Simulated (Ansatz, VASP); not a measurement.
**CO2 in VASP and in Ansatz**

```
C O
1.0
     5.63000    0.00000    0.00000
     0.00000    5.63000    0.00000
     0.00000    0.00000    5.63000
C O
4 8
Cartesian
  0.0000 0.0000 0.0000
  2.8150 0.0000 2.8150
  2.8150 2.8150 0.0000
  0.0000 2.8150 2.8150
  0.6080 0.6080 0.6080
  2.2070 5.0220 3.4230
  3.4230 2.2070 5.0220
  5.0220 3.4230 2.2070
  5.0220 5.0220 5.0220
  3.4230 0.6080 2.2070
  2.2070 3.4230 0.6080
  0.6080 2.2070 3.4230
```

Alike in both runs: task single point; functional PBE; dispersion D3(BJ); k mesh 4 × 4 × 4; occupations gaussian, width 0.1 eV; no spin polarisation.

|  | VASP | Ansatz |
| --- | --- | --- |
| version | VASP 6.6.1 | Ansatz 0.2.0 |
| potentials or method | VASP PAW PBE potentials, release 64 (C, O), cutoff 520 eV | scalar-relativistic, plane waves, PAW |
| valence electrons in the cell | 64 | 64 |

|  | VASP | Ansatz | Ansatz less VASP |
| --- | --- | --- | --- |
| gap on the k mesh at the Fermi level (eV) | 7.64 | 7.64 | 0.000 |
| least direct gap on the mesh (eV) | 7.64 | 7.64 | 0.000 |
| rms of the force components (eV/Å) | 9.086 | 8.416 | -0.6699 |

Atom by atom the forces differ by 0.670 eV/Å (rms over components).

Noted on VASP's run: the standard files for N, O and F lose accuracy on very short bonds.
